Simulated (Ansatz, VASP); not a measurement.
**One calculation of Si3N4, two programs**

```
Si N
1.0
    -3.27734    3.27734    3.27734
     3.27734   -3.27734    3.27734
     3.27734    3.27734   -3.27734
Si N
6 8
Cartesian
  2.4580 3.2773 -1.6387
  -1.6387 2.4580 3.2773
  0.8193 3.2773 1.6387
  1.6387 0.8193 3.2773
  3.2773 -1.6387 2.4580
  3.2773 1.6387 0.8193
  1.8511 1.8511 1.8511
  0.2124 -0.2124 3.0649
  1.4263 4.7036 -1.4263
  3.0649 0.2124 -0.2124
  -1.4263 1.4263 4.7036
  0.2124 0.2124 0.2124
  4.7036 -1.4263 1.4263
  -0.2124 3.0649 0.2124
```

Alike in both runs: functional PBE; k mesh 6 × 6 × 6; occupations gaussian, width 0.02 eV; no spin polarisation.

Ansatz relaxed the structure, and its values are those at the end. VASP's run is a single point on that final structure, the one shown.

|  | VASP | Ansatz |
| --- | --- | --- |
| version | VASP 6.6.1 | Ansatz 0.2.0 |
| potentials or method | VASP PAW PBE potentials, release 64 (Si, N), cutoff 520 eV | scalar-relativistic, plane waves, PAW |
| valence electrons in the cell | 64 | 64 |

```csv
,VASP,Ansatz,Ansatz less VASP
gap on the k mesh at the Fermi level (eV),3.91,3.92,+0.004
least direct gap on the mesh (eV),4.12,4.12,+0.004
pressure (GPa),-7.3,-7.0,+0.27
```

Ansatz's warnings: stress scf threshold loose.
